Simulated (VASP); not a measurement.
Here is a VASP 6.6.1 calculation.

Contents of INCAR:

```
SYSTEM = B4N3
PREC = Accurate
ENCUT = 600
EDIFF = 1E-6
ISMEAR = 0
SIGMA = 0.2
LREAL = .False.
LASPH = .True.
NELM = 120
ALGO = Normal
ISIF = 2
LWAVE = .False.
LCHARG = .False.
GGA = PE
NBANDS = 22
GGA_COMPAT = .False.
```

Contents of KPOINTS:

```
Automatic mesh
0
Gamma
  6 6 6
  0 0 0
```

File POSCAR:

```
B4N3
1.0
    1.2564408728      0.7254064744      8.3389862006
   -1.2564408728      0.7254064744      8.3389862006
    0.0000000000     -1.4508129539      8.3389862002
B N
4 3
Direct
    0.1216159916      0.1216159916      0.1216159916
    0.7057113493      0.7057113493      0.7057113493
    0.8783840084      0.8783840084      0.8783840084
    0.2942886507      0.2942886507      0.2942886507
    0.7648697179      0.7648697179      0.7648697179
    0.2351302821      0.2351302821      0.2351302821
    0.0000000000      0.0000000000      0.0000000000
```

Potentials or basis: VASP PAW PBE potentials, release 64 (B, N).

Launch:

```sh
$ cat potpaw_PBE.64/B/POTCAR potpaw_PBE.64/N/POTCAR > POTCAR
$ mpirun -np 1 vasp_std > vasp.out
```

Problem. What does it give for the largest force?

Solution. 0.035 eV/Å.

Problem. What does it give for the band gap on the k mesh?

Solution. Zero (an odd number of electrons rules out a gap without spin polarisation).

Problem. Predict the pressure.

Solution. -0.1 GPa.

Forces on the atoms (eV/Å):
```
B    0.000  0.000  0.018
B    0.000  0.000 -0.035
B    0.000  0.000 -0.018
B    0.000  0.000  0.035
N    0.000  0.000  0.006
N    0.000  0.000 -0.006
N    0.000  0.000  0.000
```

Caveat: the k points lie up to 0.48 Å⁻¹ apart, too coarse for converged energies and pressures of a metal.
